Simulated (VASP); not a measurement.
AlPt: single point with PBEsol

Crystal: AlPt.

```
Al Pt
1.0
     4.86850    0.00000    0.00000
     0.00000    4.86850    0.00000
     0.00000    0.00000    4.86850
Al Pt
4 4
Direct
  0.84504 0.84504 0.84504
  0.65496 0.15496 0.34504
  0.34504 0.65496 0.15496
  0.15496 0.34504 0.65496
  0.13619 0.13619 0.13619
  0.36381 0.86381 0.63619
  0.63619 0.36381 0.86381
  0.86381 0.63619 0.36381
```

This cell differs from its parent crystal: atoms displaced along a vibrational mode.

```
Program                : VASP 6.6.1
Task                   : single point
Functional             : PBEsol
Potentials or basis    : VASP PAW PBE potentials, release 64 (Al, Pt)
Cutoff                 : 520 eV
k mesh                 : 8 × 8 × 8
Occupations            : gaussian, width 0.15 eV
Spin                   : no spin polarisation
Dipole correction      : no
Further INCAR settings : ALGO = Fast; EDIFF = 1e-07; NBANDS = 36
```

- Pressure: 2.2 GPa
- Largest force: 0.911 eV/Å
- Band gap on the k mesh: zero (bands 26 and 27 overlap by 1.02 eV)

Forces in eV/Å, atoms in the order of the input:
```
Al  -0.141 -0.141 -0.141
Al   0.141  0.141 -0.141
Al  -0.141  0.141  0.141
Al   0.141 -0.141  0.141
Pt   0.526  0.526  0.526
Pt  -0.526 -0.526  0.526
Pt   0.526 -0.526 -0.526
Pt  -0.526  0.526 -0.526
```

Levels at points of the mesh, in eV from the Fermi level:
| k point | band 24 | band 25 | band 26 | band 27 | band 28 | band 29 |
| --- | --- | --- | --- | --- | --- | --- |
| (0.00, 0.00, 0.00) | -1.76 | -0.11 | -0.11 | -0.11 | 4.26 | 4.26 |
| (0.50, 0.00, 0.00) | -1.49 | -0.88 | -0.88 | 1.22 | 1.22 | 2.54 |
| (0.50, 0.50, 0.00) | -2.31 | 0.24 | 0.24 | 1.24 | 1.24 | 2.70 |
| (0.50, 0.50, 0.50) | -2.54 | -0.78 | -0.78 | -0.78 | -0.78 | 6.14 |

Wall time 74 s on 1 thread of Intel(R) Xeon(R) 6975P-C (Granite Rapids), on a shared host, peak memory 0.29 GiB.

Caveat: the cell differs from its parent crystal (atoms displaced along a vibrational mode); the PAW data sets were made with another functional, which shifts forces and pressure a little; spin-orbit coupling is left out, which moves the levels of the heavy elements.
